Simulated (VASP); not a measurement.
# BeAl35N35 (a cell with a defect) in VASP: single point with PBE

Aim: the single point of BeAl35N35 (a cell with a defect) with PBE.

All numbers are computed with VASP 6.6.1; they aren't measurements. Logs are shortened: lines on timing, memory, paths and dates and some standing lists are left out, and cuts for length are marked.

### 1 The cell of the first run

The cell holds a defect, 71 atoms: a = 9.389 Å, b = 9.389 Å, c = 10.035 Å, α = 90.00°, β = 90.00°, γ = 120.00°.

### 2 Single point, PBE, collinear spin

The input, INCAR:

```
  PREC = Accurate
  ENCUT = 520
  EDIFF = 1E-6
  ISMEAR = 0
  SIGMA = 0.01
  LREAL = Auto
  LASPH = T
  NELM = 200
  ALGO = Normal
  ISIF = 2
  LWAVE = F
  LCHARG = F
  ISPIN = 2
  MAGMOM = 0 0.02 0 0 0.01 0.02 0 0 0 0 0 0 0 0 0 0 0 0 0 0 0 0 0 0 0 0 0 0 0 0 0 0 0 0 0 0.02 0.02 0 0.02 0.02 0 0.02 0.01 0 0 0 0 0 0 0 0.01 0.01 0 0.01 0.02 0 0 0 0.04 0 0 0 0.03 0 0 0 0 0 0 0 0
  LORBIT = 11
  NUPDOWN = 1.0
  GGA = PE
  NELECT = 281.0
  NBANDS = 186
  GGA_COMPAT = F
```

The input, KPOINTS:

```
Automatic mesh
0
Gamma
  1 1 1
  0.25 0.25 0.25
```

The input, POSCAR:

```
BeAl35N35
1.0
    9.3892708701      0.0000000899      0.0000000000
   -4.6946355101      8.1313470499      0.0000000000
    0.0000000000      0.0000000000     10.0348065900
Al N Be
35 35 1
Direct
    0.2225679554      0.1105978544      0.2485304321
    0.0994784993      0.2037864741      0.5037552310
    0.2238806364      0.1107956254      0.7501263581
    0.1093952802      0.2198853325      0.9958996555
    0.2202324427      0.4431592473      0.2243218494
    0.0995980000      0.5618932539      0.5038888855
    0.2276710060      0.4470163087      0.7458440677
    0.1094432982      0.5559340174      0.9958897845
    0.2226061030      0.7781722855      0.2484698368
    0.1112714428      0.8886840139      0.4997963572
    0.2239781293      0.7795360236      0.7502314804
    0.1103819051      0.8883842427      0.9996678518
    0.5537356904      0.1100539748      0.2502233273
    0.4451818275      0.2268716267      0.5007315674
    0.5544612999      0.1104375306      0.7500723511
    0.4448339082      0.2230676655      1.0001005154
    0.5534984886      0.4454903313      0.2541400961
    0.5552574896      0.4446482667      0.7474380743
    0.4466301751      0.5565887723      0.9966781724
    0.5535984563      0.7743888183      0.2542219904
    0.4453198426      0.8847257281      0.5007728195
    0.5553231471      0.7770685778      0.7474649908
    0.4449033768      0.8882882331      1.0001451066
    0.8849631421      0.1086341036      0.2483842401
    0.7737243399      0.2198798401      0.5004248336
    0.8866099383      0.1102009234      0.7504207155
    0.7761044634      0.2212224926      0.9996816881
    0.8850139054      0.4424780618      0.2482927172
    0.7749145201      0.5561010887      0.4998562171
    0.8866307809      0.4426113834      0.7504558013
    0.7763108292      0.5552335269      0.9997966806
    0.8881561118      0.7771430122      0.2493477872
    0.7749672045      0.8851965795      0.4997743803
    0.8890916581      0.7776611521      0.7500899635
    0.7763258783      0.8874259056      0.9998080211
    0.2218794664      0.1127233216      0.4393468971
    0.1085754688      0.2194582809      0.1897076105
    0.2217891220      0.1108987298      0.9401797873
    0.1114733002      0.2229273545      0.6893601736
    0.1086683799      0.5548432593      0.1895847169
    0.2221563942      0.4445272162      0.9396534087
    0.1115459305      0.5544703518      0.6895416433
    0.2220706982      0.7758571874      0.4393472593
    0.1110836719      0.8883813055      0.1904635978
    0.2218697771      0.7778827413      0.9402649701
    0.1118994117      0.8888379444      0.6897226678
    0.5522803750      0.1095693499      0.4408773885
    0.4444139821      0.2233251401      0.1915206617
    0.5542205220      0.1106069459      0.9408492534
    0.4444777890      0.2218288530      0.6904266215
    0.5514041927      0.4509625671      0.4443103385
    0.4429395631      0.5544879128      0.1890927665
    0.5550659973      0.4444954181      0.9385903627
    0.4471133190      0.5565814200      0.6823965629
    0.5519538853      0.7675722431      0.4445173538
    0.4444848896      0.8869456469      0.1915742631
    0.5551172174      0.7775915426      0.9386164204
    0.4445155480      0.8885478512      0.6904852407
    0.8853716039      0.1093483613      0.4393730608
    0.7762942038      0.2209725098      0.1902491414
    0.8874740957      0.1103948531      0.9403080195
    0.7771634699      0.2214210184      0.6902400373
    0.8852682687      0.4423372543      0.4392672622
    0.7754943622      0.5545494229      0.1909037321
    0.8874856616      0.4439229620      0.9403025681
    0.7791486624      0.5555885434      0.6898877247
    0.8900417817      0.7784232334      0.4401587646
    0.7755399740      0.8866599938      0.1908836871
    0.8884278197      0.7776546525      0.9405729591
    0.7791718890      0.8892373468      0.6898523675
    0.4945611963      0.5806538324      0.5162841421
```

Potentials or basis: VASP PAW PBE potentials, release 64 (Al, N, Be).

On the command line:

```sh
$ cat potpaw_PBE.64/Al/POTCAR potpaw_PBE.64/N/POTCAR potpaw_PBE.64/Be/POTCAR > POTCAR
$ mpirun -np 1 vasp_std > vasp.out
```

OUTCAR:

```text
PREC = Accurate
   ENCUT = 520
   EDIFF = 1E-6
   ISMEAR = 0
   LREAL = Auto
   LASPH = T
   NELM = 200
   ISIF = 2
   ISPIN = 2
   LORBIT = 11
   NUPDOWN = 1.0
   GGA = PE
   NELECT = 281.0

 ion  position               nearest neighbor table
   1  0.223  0.111  0.249-  48 1.89  44 1.90  37 1.91  36 1.91  16 3.08  12 3.08  10 3.10   2 3.11
                            14 3.11  13 3.11   4 3.11   9 3.12  17 3.13  32 3.14   5 3.14  24 3.16
   2  0.099  0.204  0.504-  36 1.86  59 1.86  39 1.87  10 3.02  33 3.02  26 3.02   3 3.04  24 3.10
                             1 3.11   7 3.13  25 3.14  14 3.14   6 3.36
   3  0.224  0.111  0.750-  50 1.89  46 1.90  38 1.91  39 1.92   2 3.04   4 3.06  14 3.08  16 3.09
                            12 3.09  10 3.09  15 3.11  11 3.11  18 3.12  34 3.14   7 3.14  26 3.16
   4  0.109  0.220  0.996-  38 1.89  61 1.89  41 1.91  37 1.94   5 2.92  26 3.06   3 3.06   1 3.11
                             7 3.12  12 3.12  24 3.12  35 3.12  16 3.13  27 3.14   8 3.16  19 3.16
   5  0.220  0.443  0.224-  52 1.85  40 1.85  37 1.85   4 2.92   8 2.93  19 2.93  17 3.13  20 3.13
                             1 3.14   9 3.14  28 3.15  24 3.15
   6  0.100  0.562  0.504-  43 1.86  63 1.86  42 1.87  10 3.02  29 3.02  30 3.02  11 3.04  28 3.10
                             9 3.11   7 3.13  25 3.14  21 3.14   2 3.36
   7  0.228  0.447  0.746-  54 1.89  42 1.90  39 1.91  41 1.95  19 3.08  18 3.09  22 3.09   8 3.12
                             4 3.12   6 3.13   2 3.13   3 3.14  11 3.14  30 3.18  26 3.18
   8  0.109  0.556  0.996-  65 1.89  45 1.89  41 1.91  40 1.94   5 2.93  30 3.06  11 3.06   9 3.11
                             7 3.12  12 3.12  28 3.12  31 3.12  23 3.14  27 3.14   4 3.16  19 3.16
   9  0.223  0.778  0.248-  56 1.89  44 1.89  40 1.91  43 1.92  23 3.08  12 3.08  10 3.10   6 3.11
                            13 3.11   8 3.11  21 3.11   1 3.12  20 3.13  32 3.14   5 3.14  28 3.16
  10  0.111  0.889  0.500-  67 1.90  46 1.91  43 1.92  36 1.92   6 3.02   2 3.02  11 3.09  34 3.09
                             3 3.09  32 3.10   1 3.10   9 3.10  29 3.14  33 3.14  21 3.16  14 3.16
  11  0.224  0.780  0.750-  58 1.89  46 1.90  45 1.91  42 1.93   6 3.04   8 3.06  21 3.08  23 3.08
                            12 3.09  10 3.09  15 3.10   3 3.11  22 3.12  34 3.14   7 3.14  30 3.17
  12  0.110  0.888  1.000-  69 1.90  45 1.90  38 1.91  44 1.91   1 3.08   9 3.08  34 3.08  11 3.09
                             3 3.09  32 3.09   8 3.12   4 3.12  35 3.13  31 3.13  16 3.14  23 3.14
  13  0.554  0.110  0.250-  48 1.90  60 1.91  56 1.91  47 1.91  25 3.08  23 3.09  16 3.09  27 3.10
                            14 3.11  21 3.11   1 3.11   9 3.11  28 3.12  24 3.12  17 3.15  20 3.15
  14  0.445  0.227  0.501-  50 1.90  51 1.91  36 1.92  47 1.92  18 3.04  17 3.05   3 3.08  29 3.09
                            15 3.10  13 3.11   1 3.11  25 3.12   2 3.14  10 3.16  21 3.21
  15  0.554  0.110  0.750-  50 1.90  58 1.90  62 1.91  49 1.91  25 3.07  27 3.09  23 3.09  16 3.09
[... 74 lines left out ...]
  69  0.888  0.778  0.941-  35 1.90  12 1.90  31 1.90  34 1.91
  70  0.779  0.889  0.690-  26 1.90  34 1.90  33 1.91  22 1.91
  71  0.495  0.581  0.516-  54 1.71  51 1.71  55 1.72  33 2.76  29 2.76  22 2.84  18 2.84

  LATTYP: Found a hexagonal cell.
 ALAT       =     9.3892708701
 C/A-ratio  =     1.0687524866

  Lattice vectors:

 A1 = (   9.3892708701,   0.0000000899,   0.0000000000)
 A2 = (  -4.6946355101,   8.1313470499,   0.0000000000)
 A3 = (   0.0000000000,   0.0000000000,  10.0348065900)

Analysis of symmetry for initial positions (statically):
=====================================================================
 Subroutine PRICEL returns:
 Original cell was already a primitive cell.

 Routine SETGRP: Setting up the symmetry group for a
 hexagonal supercell.

 Subroutine GETGRP returns: Found  1 space group operations
 (whereof  1 operations were pure point group operations)
 out of a pool of 24 trial point group operations.

The static configuration has the point symmetry C_1 .

Analysis of symmetry for dynamics (positions and initial velocities):
=====================================================================
 Subroutine PRICEL returns:
 Original cell was already a primitive cell.

 Routine SETGRP: Setting up the symmetry group for a
 hexagonal supercell.

 Subroutine GETGRP returns: Found  1 space group operations
 (whereof  1 operations were pure point group operations)
 out of a pool of 24 trial point group operations.
[... 249 lines left out ...]
   ISMEAR =     0;   SIGMA  =   0.01  broadening in eV -4-tet -1-fermi 0-gaus
   EFERMI_NEDOS =   21; number of points for ismear=-14 and -15
   IALGO  =     38    algorithm
   IMIX   =      4    mixing-type and parameters
     AMIX     =   0.40;   BMIX     =  1.00
     AMIX_MAG =   1.60;   BMIX_MAG =  1.00
  volume/ion in A,a.u.               =      10.79        72.82
  Fermi-wavevector in a.u.,A,eV,Ry     =   1.171860  2.214495 18.684287  1.373256
  Thomas-Fermi vector in A             =   2.308298
   LORBIT       =     11    0 simple, 1 ext, 2 COOP (PROOUT), +10 PAW based schemes
   GGA     = PE    functional components
   LHFCALC =     F    Hartree Fock is set to
   AEXX    =    0.0000 exact exchange contribution
   IVDW    =     0    specifies the selected vdW correction
   LEPSILON=     F    determine dielectric tensor
   LRPA    =     F    only Hartree local field effects (RPA)
 spin polarized calculation
 Gauss-broadening in eV      SIGMA  =   0.01
  energy-cutoff  :      520.00
  volume of cell :      766.13
 maximum number of plane-waves:     20622
 NGX is ok and might be reduce to    70
   NGX = 35   NGY = 35   NGZ = 37

 number of electron     280.9999984 magnetization       0.9999949

 Free energy of the ion-electron system (eV)
  ---------------------------------------------------
  ext. energy  EPLUGINS =         0.00000000
  ---------------------------------------------------
  free energy    TOTEN  =      -530.87274366 eV

  energy without entropy =     -530.87274366  energy(sigma->0) =     -530.87274366

 E-fermi :   5.6372     XC(G=0): -10.7158

 val. band max:        6.5887584173   @ k =   0.2500   0.5000   0.2500
 cond. band min:       7.7271121092   @ k =  -0.2500  -0.2500   0.2500
 fundamental gap:      1.1383536918
 Fermi energy:         6.6708359915

 spin component 1

 k-point     1 :       0.2500    0.2500    0.2500
  band No.  band energies     occupation
      1      -8.9717      1.00000
      2      -8.6747      1.00000
      3      -8.6454      1.00000
      4      -8.5235      1.00000
      5      -8.2703      1.00000
      6      -8.2189      1.00000
[... 919 lines left out ...]
    151      11.5310      0.00000
    152      11.6077      0.00000
 Fermi energy:         5.6372096418

 spin component 2

 k-point     1 :       0.2500    0.2500    0.2500
  band No.  band energies     occupation
      1      -8.9589      1.00000
      2      -8.6624      1.00000
      3      -8.6349      1.00000
      4      -8.5099      1.00000
      5      -8.2580      1.00000
      6      -8.2065      1.00000
[... 919 lines left out ...]
    151      11.5548      0.00000
    152      11.6254      0.00000
 [bands above 152 left out]

------------------------ aborting loop because EDIFF is reached ----------------------------------------

  FORCE on cell =-STRESS in cart. coord.  units (eV):
  Direction    XX          YY          ZZ          XY          YZ          ZX
  --------------------------------------------------------------------------------------
  -------------------------------------------------------------------------------------
  Total      -11.3087092    -14.5994484    -11.8274279      1.3736241      0.8997296      1.5892338
  in kB      -23.6494064    -30.5311847    -24.7341800      2.8725998      1.8815650      3.3234947
  external PRESSURE =     -26.3049237 kB  Pullay stress =       0.0000000 kB

 VOLUME and BASIS-vectors are now :
 -----------------------------------------------------------------------------
  energy-cutoff  :      520.00
  volume of cell :      766.13
      direct lattice vectors                 reciprocal lattice vectors
     9.389270870  0.000000090  0.000000000     0.106504542  0.061490427  0.000000000
    -4.694635510  8.131347050  0.000000000    -0.000000001  0.122980853  0.000000000
     0.000000000  0.000000000 10.034806590     0.000000000  0.000000000  0.099653141

 POSITION                                       TOTAL-FORCE (eV/Angst)
 -----------------------------------------------------------------------------------
      1.57053      0.89931      2.49395         0.026700     -0.015657      0.002416
     -0.02267      1.65706      5.05509        -0.006642      0.004765      0.013684
      1.58193      0.90092      7.52737         0.030972     -0.009795     -0.000563
     -0.00514      1.78796      9.99366        -0.028925      0.014407      0.004374
     -0.01265      3.60348      2.25103         0.031083     -0.012389     -0.013934
     -1.70273      4.56895      5.05643        -0.021319      0.015129     -0.013457
[... 63 lines left out ...]
      3.14121      7.23070      6.92254        -0.040171      0.025654      0.002873
      1.91761      4.72150      5.18081        -0.020551     -0.021300      0.015932
 -----------------------------------------------------------------------------------
    total drift:                               -0.000439     -0.000421      0.008379

  FREE ENERGIE OF THE ION-ELECTRON SYSTEM (eV)
  ---------------------------------------------------
  free  energy   TOTEN  =      -530.8727436599 eV

  energy  without entropy=     -530.8727436599  energy(sigma->0) =     -530.87274366

 total charge

# of ion       s       p       d       tot
------------------------------------------
    1        0.366   0.429   0.000   0.795
    2        0.385   0.410   0.000   0.795
    3        0.366   0.428   0.000   0.794
    4        0.367   0.428   0.000   0.795
    5        0.389   0.417   0.000   0.806
    6        0.385   0.408   0.000   0.793
[... 63 lines left out ...]
   70        1.224   2.620   0.000   3.844
   71        0.430   0.706   0.000   1.136
--------------------------------------------------
tot         56.126 107.169   0.000 163.295

 magnetization (x)

# of ion       s       p       d       tot
------------------------------------------
    1       -0.000  -0.000   0.000  -0.000
    2        0.008   0.027   0.000   0.035
    3        0.000   0.001   0.000   0.001
    4        0.000   0.001   0.000   0.002
    5        0.003   0.017   0.000   0.020
    6        0.008   0.027   0.000   0.036
[... 63 lines left out ...]
   70        0.000   0.001   0.000   0.001
   71        0.000   0.003   0.000   0.003
--------------------------------------------------
tot          0.037   0.291   0.000   0.328
```

Run time: 70 min. Hardware: 1 thread of Intel Xeon Platinum 8488C (Sapphire Rapids), shared host; peak memory 1.7 GiB.

What came out:

```yaml
Free_energy: -530.8727 eV
Largest_force: 0.061 eV/Å
Net_moment: 1.00 μB per cell
Site_moments: Al -0.00, +0.04, +0.00, +0.02 (each value once); N +0.02, +0.00, -0.00, +0.01, +0.03 (each value once); Be +0.00 μB
Valence_electrons_inside_the_program's_atomic_spheres: Al 0.80, 0.79, 0.81, 0.78 (each value once); N 3.84, 3.85, 3.83, 3.82 (each value once); Be 1.14
```

Forces on the atoms (eV/Å):
```
Al   0.027 -0.016  0.002
Al  -0.007  0.005  0.014
Al   0.031 -0.010 -0.001
Al  -0.029  0.014  0.004
Al   0.031 -0.012 -0.014
Al  -0.021  0.015 -0.013
Al   0.025 -0.019  0.001
Al  -0.026  0.014 -0.001
Al   0.029 -0.016  0.008
Al  -0.008  0.021 -0.015
Al   0.031 -0.011  0.000
Al  -0.029  0.015  0.004
Al   0.032 -0.015  0.004
Al  -0.025  0.007 -0.004
Al   0.030 -0.015  0.001
Al  -0.024  0.016  0.001
Al   0.023 -0.013  0.000
Al   0.024 -0.016  0.001
Al  -0.026  0.014 -0.004
Al   0.023 -0.013 -0.002
Al  -0.033  0.016 -0.002
Al   0.028 -0.018 -0.001
Al  -0.026  0.016  0.004
Al   0.027 -0.014 -0.002
Al  -0.025  0.015 -0.001
Al   0.024 -0.014  0.002
Al  -0.028  0.013  0.002
Al   0.028 -0.013  0.006
Al  -0.027 -0.002 -0.012
Al   0.023 -0.020 -0.002
Al  -0.030  0.014  0.000
Al   0.022 -0.017  0.002
Al   0.001  0.004  0.025
Al   0.027 -0.018  0.003
Al  -0.031  0.013  0.004
N    0.040 -0.030  0.002
N   -0.030  0.024 -0.005
N    0.042 -0.025  0.002
N   -0.027  0.026  0.014
N   -0.049  0.029  0.016
N    0.040 -0.022  0.002
N   -0.032  0.016 -0.010
N    0.010 -0.028  0.008
N   -0.039  0.023 -0.004
N    0.037 -0.026 -0.002
N   -0.040  0.019 -0.001
N    0.039 -0.022  0.003
N   -0.041  0.020 -0.005
N    0.040 -0.021 -0.001
N   -0.041  0.024  0.005
N    0.061 -0.004  0.001
N   -0.029  0.011 -0.005
N    0.041 -0.023  0.001
N   -0.036  0.014  0.020
N   -0.002 -0.012 -0.039
N   -0.038  0.018 -0.004
N    0.036 -0.023 -0.001
N   -0.039  0.022 -0.001
N    0.006  0.005 -0.024
N   -0.038  0.024 -0.002
N    0.041 -0.016 -0.002
N   -0.037  0.027  0.000
N    0.036  0.007  0.004
N   -0.034  0.024 -0.005
N    0.042 -0.019  0.004
N   -0.043  0.026 -0.004
N    0.045 -0.030 -0.003
N   -0.035  0.021  0.002
N    0.043 -0.024  0.000
N   -0.040  0.026  0.003
Be  -0.021 -0.021  0.016
```

Caveat: the k points lie up to 0.39 Å⁻¹ apart; the cell carries a net charge on a neutralising background, which shifts energy and pressure; the cell is charged against a uniform background, so pressure and absolute levels hang on convention; the total moment is fixed, so each spin has its own Fermi level and the state may be an excited one.
